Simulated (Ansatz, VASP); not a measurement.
# WC: VASP beside Ansatz

The input INCAR:

```
SYSTEM = WC
PREC = Accurate ; ENCUT = 600
EDIFF = 1E-6 ; ISMEAR = 1
SIGMA = 0.05 ; LREAL = .False.
LASPH = .True. ; NELM = 120
ALGO = Normal ; ISIF = 2
LWAVE = .False. ; LCHARG = .False.
GGA = PS ; IVDW = 13
NBANDS = 16 ; GGA_COMPAT = .False.
```

File KPOINTS:

```
regular mesh
0
Gamma
  9 9 9
  0 0 0
```

The input POSCAR:

```
WC
1.0
    0.0000000000      2.1926840000      2.1926840000
    2.1926840000      0.0000000000      2.1926840000
    2.1926840000      2.1926840000      0.0000000000
W C
1 1
Direct
    0.0000000000      0.0000000000      0.0000000000
    0.5000000000      0.5000000000      0.5000000000
```

Input for Ansatz:

```yaml
crystal:
  lattice:
    - [0.0, 2.192684, 2.192684]
    - [2.192684, 0.0, 2.192684]
    - [2.192684, 2.192684, 0.0]
  atoms:
    - { symbol: W, position: [0.0, 0.0, 0.0] }
    - { symbol: C, position: [0.5, 0.5, 0.5] }
kpoints:
  mp_grid:
    grid: [9, 9, 9]
hamiltonian:
  xc: pbesol
  dispersion: d4
scf:
  occupations:
    method: cold
    width: 0.05
output:
  forces: true
  stress: true
```

Alike in both runs: task single point; functional PBEsol; dispersion D4; k mesh 9 × 9 × 9; no spin polarisation.

```csv
,VASP,Ansatz
version,VASP 6.6.1,Ansatz 0.2.0
potentials or method,"VASP PAW PBE potentials, release 64 (W_sv, C)","plane waves, PAW"
plane-wave cutoff (eV),600,420
occupations,"methfessel-paxton of order 1, width 0.05 eV","cold, width 0.05 eV"
valence electrons in the cell,18,18
```

VASP gave:

- pressure (GPa): -12.7

Problem. What did Ansatz give for the same quantities?

Solution. Pressure (GPa): -13.6.

VASP's potentials were made for PBE, not for PBEsol.

Spin-orbit coupling is off throughout.
